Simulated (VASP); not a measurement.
A run of VASP 6.6.1 is set up as follows.

File INCAR:

```
SYSTEM = SiO2
PREC     = Accurate       ! precision mode
ENCUT    = 520            ! plane-wave cutoff, eV
EDIFF    = 1E-7           ! SCF threshold, eV
ISMEAR   = 0              ! smearing method
SIGMA    = 0.05           ! smearing width, eV
LREAL    = .False.        ! projectors in reciprocal space
LASPH    = .True.         ! aspherical terms in the spheres
NELM     = 80             ! most SCF steps
ALGO     = Normal         ! electronic algorithm
ISIF     = 2              ! what is computed and relaxed
LWAVE    = .False.        ! write WAVECAR
LCHARG   = .False.        ! write CHGCAR
NBANDS   = 25             ! bands
```

KPOINTS

```
regular mesh
0
Gamma
  6 6 10
  0 0 0
```

The input POSCAR:

```
SiO2
1.0
    3.8266953424      0.0000000000      0.0000000000
    0.0000000000      3.8266953424      0.0000000000
    0.0000000000      0.0000000000      2.6358277518
Si O
2 4
Direct
    0.5000000000      0.5000000000      0.5000000000
    0.0000000000      0.0000000000      0.0000000000
    0.6944252994      0.6944252994      0.0000000000
    0.1944252994      0.8055747006      0.5000000000
    0.3055747006      0.3055747006      0.0000000000
    0.8055747006      0.1944252994      0.5000000000
```

Potentials or basis: VASP PAW LDA potentials, release 64 (Si, O).

Command:

```bash
$ cat potpaw_LDA.64/Si/POTCAR potpaw_LDA.64/O/POTCAR > POTCAR
$ mpirun -np 1 vasp_std > vasp.out
```

(1) Estimate the band gap on the k mesh.

(2) Predict the pressure.

(3) What does it give for the largest force?

Results:

(1) 5.89 eV.

(2) 82.7 GPa.

(3) 1.101 eV/Å.

Caveat: the cell stands under pressure; forces of over 1 eV/Å act on the atoms, so gaps and moduli don't describe the material at rest.
